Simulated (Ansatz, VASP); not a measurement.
Two plane-wave programs on CaPb3

The input INCAR:

```
SYSTEM = CaPb3
PREC     = Accurate       ! precision mode
ENCUT    = 520            ! plane-wave cutoff, eV
EDIFF    = 1E-7           ! SCF threshold, eV
ISMEAR   = 1              ! smearing method
SIGMA    = 0.1            ! smearing width, eV
LREAL    = .False.        ! projectors in reciprocal space
LASPH    = .True.         ! aspherical terms in the spheres
NELM     = 80             ! most SCF steps
ALGO     = Normal         ! electronic algorithm
ISIF     = 2              ! what is computed and relaxed
LWAVE    = .False.        ! write WAVECAR
LCHARG   = .False.        ! write CHGCAR
GGA      = CA             ! functional
NBANDS   = 34             ! bands
```

Contents of KPOINTS:

```
Automatic mesh
0
Gamma
  5 5 5
  0 0 0
```

POSCAR

```
CaPb3
1.0
    4.7569319490      0.0000000000      0.0000000000
    0.0000000000      4.7569319490      0.0000000000
    0.0000000000      0.0000000000      4.7569319490
Ca Pb
1 3
Direct
    0.0000000000      0.0000000000      0.0000000000
    0.0000000000      0.5000000000      0.5000000000
    0.5000000000      0.0000000000      0.5000000000
    0.5000000000      0.5000000000      0.0000000000
```

Input for Ansatz:

```yaml
crystal:
  lattice:
    - [4.756931949036424, 0.0, 0.0]
    - [0.0, 4.756931949036424, 0.0]
    - [0.0, 0.0, 4.756931949036424]
  atoms:
    - { symbol: Ca, position: [0.0, 0.0, 0.0] }
    - { symbol: Pb, position: [0.0, 0.5, 0.5] }
    - { symbol: Pb, position: [0.5, 0.0, 0.5] }
    - { symbol: Pb, position: [0.5, 0.5, 0.0] }
basis:
  ecutwfc: 462.593566181796
kpoints:
  mp_grid:
    grid: [5, 5, 5]
hamiltonian:
  xc: lda
scf:
  occupations:
    method: cold
    width: 0.1
output:
  stress: true
```

Alike in both runs: task single point; functional LDA; k mesh 5 × 5 × 5; no spin polarisation.

|  | VASP | Ansatz |
| --- | --- | --- |
| version | VASP 6.6.1 | Ansatz 0.2.0 |
| potentials or method | VASP PAW LDA potentials, release 64 (Ca_sv, Pb_d), cutoff 520 eV | plane waves, PAW |
| occupations | methfessel-paxton of order 1, width 0.1 eV | cold, width 0.1 eV |
| valence electrons in the cell | 52 | 52 |

|  | VASP | Ansatz | Ansatz less VASP |
| --- | --- | --- | --- |
| pressure (GPa) | 1.9 | 1.8 | -0.09 |

LDA's correlation is that of Perdew and Zunger in VASP and of Perdew and Wang (1992) in Ansatz.

Spin-orbit coupling is off throughout.
